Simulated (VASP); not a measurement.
# PtS2 (R3m) in VASP: single point with r2SCAN+rVV10

Aim: the single point of PtS2 with r2SCAN+rVV10.

Everything below comes from runs of VASP 6.6.1. Logs are shortened: lines on timing, memory, paths and dates and some standing lists are left out, and cuts for length are marked.

**1. The cell of the first run**

Symmetry: R3m, No. 160, trigonal system. Conventional cell: a = 3.478 Å, b = 3.478 Å, c = 15.307 Å, α = 90.00°, β = 90.00°, γ = 120.00°. Pt (site symmetry 3m) has 6 S at 2.41 to 2.48 Å within 3.2 Å. S (site symmetry 3m) has 3 Pt at 2.48 Å and 4 S at 2.78 to 3.07 Å within 3.3 Å. Within 3.2 Å of S (site symmetry 3m) lie 3 Pt at 2.41 Å and 4 S at 2.78 to 3.07 Å.

**2. Single point, r2SCAN+rVV10**

File POSCAR:

```
PtS2
1.0
    1.7388858144      1.0039461930      5.1022849238
   -1.7388858144      1.0039461930      5.1022849238
    0.0000000000     -2.0078923860      5.1022849239
Pt S
1 2
Direct
   -0.0025592151     -0.0025592151     -0.0025592151
    0.4254530985      0.4254530985      0.4254530985
    0.2437727832      0.2437727832      0.2437727832
```

File INCAR.step1:

```
PREC     = Accurate       # precision mode
ENCUT    = 520            # plane-wave cutoff, eV
ISMEAR   = -1             # smearing method
SIGMA    = 0.03           # smearing width, eV
LREAL    = F              # projectors in reciprocal space
LASPH    = T              # aspherical terms in the spheres
NELM     = 60             # most SCF steps
NBANDS   = 18             # bands
GGA      = PE             # functional
ALGO     = Normal         # electronic algorithm
EDIFF    = 1E-4           # SCF threshold, eV
LWAVE    = T              # write WAVECAR
LCHARG   = F              # write CHGCAR
```

File INCAR.step2:

```
PREC     = Accurate       # precision mode
ENCUT    = 520            # plane-wave cutoff, eV
EDIFF    = 1E-6           # SCF threshold, eV
ISMEAR   = -1             # smearing method
SIGMA    = 0.03           # smearing width, eV
LREAL    = F              # projectors in reciprocal space
LASPH    = T              # aspherical terms in the spheres
NELM     = 60             # most SCF steps
ALGO     = Normal         # electronic algorithm
ISIF     = 2              # what is computed and relaxed
LWAVE    = F              # write WAVECAR
LCHARG   = F              # write CHGCAR
METAGGA  = R2SCAN         # meta-GGA
LMIXTAU  = T            
LUSE_VDW = T            
IVDW_NL  = 2            
BPARAM   = 11.95        
CPARAM   = 0.0093       
NBANDS   = 18             # bands
ISTART   = 1
```

File KPOINTS:

```
Automatic mesh
0
Gamma
  10 10 10
```

Potentials or basis: VASP PAW PBE potentials, release 64 (Pt, S).

Command:

```
cat potpaw_PBE.64/Pt/POTCAR potpaw_PBE.64/S/POTCAR > POTCAR
cp INCAR.step1 INCAR
mpirun -np 1 vasp_std > vasp.out
cp INCAR.step2 INCAR
mpirun -np 1 vasp_std > vasp.out
```

OUTCAR:

```text
PREC = Accurate
   ENCUT = 520
   EDIFF = 1E-6
   ISMEAR = -1
   LREAL = F
   LASPH = T
   NELM = 60
   ISIF = 2
   METAGGA = R2SCAN
   IVDW_NL = 2
   BPARAM = 11.95
   ISTART = 1

 ion  position               nearest neighbor table
   1  0.997  0.997  0.997-   3 2.41   3 2.41   3 2.41   2 2.48   2 2.48   2 2.48
   2  0.425  0.425  0.425-   1 2.48   1 2.48   1 2.48   3 2.78
   3  0.244  0.244  0.244-   1 2.41   1 2.41   1 2.41   2 2.78

  LATTYP: Found a trigonal (rhomboedric) cell.
 ALAT       =     5.4831508531
 COS(alpha) =     0.7988538447

  Lattice vectors:

 A1 = (   1.7388858144,   1.0039461930,   5.1022849238)
 A2 = (  -1.7388858144,   1.0039461930,   5.1022849238)
 A3 = (   0.0000000000,  -2.0078923860,   5.1022849239)

Analysis of symmetry for initial positions (statically):
=====================================================================
 Subroutine PRICEL returns:
 Original cell was already a primitive cell.

 Routine SETGRP: Setting up the symmetry group for a
 trigonal (rhombohedral) supercell.

 Subroutine GETGRP returns: Found  6 space group operations
 (whereof  6 operations were pure point group operations)
 out of a pool of 12 trial point group operations.

The static configuration has the point symmetry C_3v.

Analysis of symmetry for dynamics (positions and initial velocities):
=====================================================================
 Subroutine PRICEL returns:
 Original cell was already a primitive cell.

 Routine SETGRP: Setting up the symmetry group for a
 trigonal (rhombohedral) supercell.

 Subroutine GETGRP returns: Found  6 space group operations
 (whereof  6 operations were pure point group operations)
 out of a pool of 12 trial point group operations.

The dynamic configuration has the point symmetry C_3v.

 Subroutine INISYM returns: Found  6 space group operations
 (whereof  6 operations are pure point group operations),
 and found     1 'primitive' translations

----------------------------------------------------------------------------------------

                                     Primitive cell

  volume of cell :      53.4438

[... 84 lines left out ...]
   ISPIN  =      1    spin polarized calculation?
   LNONCOLLINEAR =      F non collinear calculations
   LSORBIT =      F    spin-orbit coupling
   LASPH  =      T    aspherical Exc in radial PAW
   ENCUT  =  520.0 eV  38.22 Ry    6.18 a.u.  10.20 10.20 10.20*2*pi/ulx,y,z
   NELM   =     60;   NELMIN=  2; NELMDL=  0     # of ELM steps
   EDIFF  = 0.1E-05   stopping-criterion for ELM
   LREAL  =      F    real-space projection
   EDIFFG = 0.1E-04   stopping-criterion for IOM
   NSW    =      0    number of steps for IOM
   IBRION =     -1    ionic relax: 0-MD 1-quasi-New 2-CG
   NFREE  =      0    steps in history (QN), initial steepest desc. (CG)
   ISIF   =      2    stress and relaxation
   ISYM   =      2    0-nonsym 1-usesym 2-fastsym
   POTIM  = 0.5000    time-step for ionic-motion
   TEBEG  =    0.0;   TEEND  =   0.0 temperature during run
   PSTRESS=    0.0 pullay stress
   NELECT =      22.0000    total number of electrons
   NUPDOWN=      -1.0000    fix difference up-down
   EMIN   =  10.00;   EMAX   =-10.00  energy-range for DOS
   EFERMI =   0.00;   METHOD = LEGACY
   ISMEAR =    -1;   SIGMA  =   0.03  broadening in eV -4-tet -1-fermi 0-gaus
   EFERMI_NEDOS =   21; number of points for ismear=-14 and -15
   IALGO  =     38    algorithm
   IMIX   =      4    mixing-type and parameters
     AMIX     =   0.40;   BMIX     =  1.00
     AMIX_MAG =   1.60;   BMIX_MAG =  1.00
  volume/ion in A,a.u.               =      17.81       120.22
  Fermi-wavevector in a.u.,A,eV,Ry     =   1.217820  2.301347 20.178617  1.483086
  Thomas-Fermi vector in A             =   2.353128
   LORBIT       =      0    0 simple, 1 ext, 2 COOP (PROOUT), +10 PAW based schemes
   METAGGA = R2SCAN    functional components
   LHFCALC =     F    Hartree Fock is set to
   AEXX    =    0.0000 exact exchange contribution
   IVDW_NL    =     2    kernel type
   BPARAM     =11.9500
   IVDW    =     0    specifies the selected vdW correction
   LEPSILON=     F    determine dielectric tensor
   LRPA    =     F    only Hartree local field effects (RPA)
 non-spin polarized calculation
  energy-cutoff  :      520.00
  volume of cell :       53.44
 maximum number of plane-waves:      1462
 NGX is ok and might be reduce to    42
   NGX = 21   NGY = 21   NGZ = 21

 number of electron      22.0000000 magnetization

 Free energy of the ion-electron system (eV)
  ---------------------------------------------------
  ext. energy  EPLUGINS =         0.00000000
  ---------------------------------------------------
  free energy    TOTEN  =       -66.62929532 eV

  energy without entropy =      -66.62459581  energy(sigma->0) =      -66.62694557

 E-fermi :   7.3248     XC(G=0): -11.6748

 val. band max:        7.3157178487   @ k =  -0.1000   0.1000   0.0000
 cond. band min:       7.3444676126   @ k =  -0.4000   0.4000   0.2000
 fundamental gap:      0.0287497638
 Fermi energy:         7.3247506517

 k-point     1 :       0.0000    0.0000    0.0000
  band No.  band energies     occupation
      1      -9.2196      2.00000
      2      -6.0115      2.00000
      3      -0.9122      2.00000
      4       1.4096      2.00000
      5       1.4096      2.00000
      6       2.3380      2.00000
[... 481 lines left out ...]
      5       1.3768      2.00000
      6       2.2780      2.00000
[... 10 lines left out ...]
     17      16.0534      0.00000
     18      17.0164      0.00000

 [... further k-points ...]

------------------------ aborting loop because EDIFF is reached ----------------------------------------

  FORCE on cell =-STRESS in cart. coord.  units (eV):
  Direction    XX          YY          ZZ          XY          YZ          ZX
  --------------------------------------------------------------------------------------
  -------------------------------------------------------------------------------------
  Total        0.0508291      0.0508291      0.0786711      0.0000000     -0.0000000     -0.0000000
  in kB        1.5237921      1.5237921      2.3584590      0.0000000     -0.0000000     -0.0000000
  external PRESSURE =       1.8020144 kB  Pullay stress =       0.0000000 kB

 VOLUME and BASIS-vectors are now :
 -----------------------------------------------------------------------------
  energy-cutoff  :      520.00
  volume of cell :       53.44
      direct lattice vectors                 reciprocal lattice vectors
     1.738885814  1.003946193  5.102284924     0.287540444  0.166011553  0.065330208
    -1.738885814  1.003946193  5.102284924    -0.287540444  0.166011553  0.065330208
     0.000000000 -2.007892386  5.102284924     0.000000000 -0.332023106  0.065330208

 POSITION                                       TOTAL-FORCE (eV/Angst)
 -----------------------------------------------------------------------------------
      0.00000      0.00000     15.26768         0.000000      0.000000     -0.009733
      0.00000      0.00000      6.51235         0.000000     -0.000000      0.051648
      0.00000      0.00000      3.73139         0.000000      0.000000     -0.041915
 -----------------------------------------------------------------------------------
    total drift:                                0.000000      0.000000     -0.000019

  FREE ENERGIE OF THE ION-ELECTRON SYSTEM (eV)
  ---------------------------------------------------
  free  energy   TOTEN  =       -66.6292953214 eV

  energy  without entropy=      -66.6245958138  energy(sigma->0) =      -66.62694557
```

OSZICAR.step1:

```text
N       E                     dE             d eps       ncg     rms          rms(c)
DAV:   1     0.110595407564E+03    0.11060E+03   -0.10400E+04  4248   0.109E+03
DAV:   2    -0.950116251721E+01   -0.12010E+03   -0.11632E+03  5126   0.220E+02
DAV:   3    -0.146782972046E+02   -0.51771E+01   -0.51260E+01  5218   0.458E+01
DAV:   4    -0.147314343778E+02   -0.53137E-01   -0.53103E-01  5358   0.519E+00
DAV:   5    -0.147321850744E+02   -0.75070E-03   -0.75065E-03  5160   0.608E-01    0.191E+01
DAV:   6    -0.141984643340E+02    0.53372E+00   -0.75470E+00  4290   0.224E+01    0.144E+01
DAV:   7    -0.137831504987E+02    0.41531E+00   -0.20282E+00  4244   0.127E+01    0.711E+00
DAV:   8    -0.137731167716E+02    0.10034E-01   -0.28281E-01  5094   0.269E+00    0.162E+00
DAV:   9    -0.137567559378E+02    0.16361E-01   -0.80131E-02  5024   0.157E+00    0.507E-01
DAV:  10    -0.137560864371E+02    0.66950E-03   -0.88476E-03  4596   0.671E-01    0.174E-01
DAV:  11    -0.137561204726E+02   -0.34036E-04   -0.63893E-04  4790   0.162E-01
   1 F= -.13756120E+02 E0= -.13753795E+02  d E =-.465131E-02
```

Wall time 7 min (1 thread of Intel Xeon 6975P-C (Granite Rapids), shared host); peak memory 0.6 GiB.

What came out:

```yaml
Free_energy: -66.6293 eV
Pressure: 0.2 GPa
Largest_force: 0.052 eV/Å
Band_gap_on_the_k_mesh: zero (band 11 reaches 7.75 eV, above the bottom of band 12 at 7.12 eV)
```

Forces on the atoms (eV/Å):
```
Pt   0.000  0.000 -0.010
S    0.000  0.000  0.052
S    0.000  0.000 -0.042
```

Stress tensor (GPa, compression positive):
```
0.15 0.00 0.00
0.00 0.15 0.00
0.00 0.00 0.24
```

Levels at points of the mesh, in eV from the Fermi level:
```tsv
k point	band 7	band 8	band 9	band 10	band 11	band 12	band 13	band 14	band 15	band 16
(0.00, 0.00, 0.00)	-4.99	-3.00	-0.27	-0.27	0.42	0.79	0.79	3.29	6.80	8.62
(0.50, 0.00, 0.00)	-4.01	-3.37	-2.61	-2.28	-1.61	0.57	1.25	3.89	5.89	7.14
(0.50, 0.50, 0.00)	-4.35	-3.64	-2.93	-2.26	-2.19	0.49	1.87	4.83	7.49	7.90
(0.50, 0.50, 0.50)	-4.92	-3.16	-2.00	0.13	0.13	0.39	0.39	3.77	7.55	7.96
```

Caveat: the PAW data sets were made with another functional, which shifts forces and pressure a little; spin-orbit coupling is left out, which moves the levels of the heavy elements.
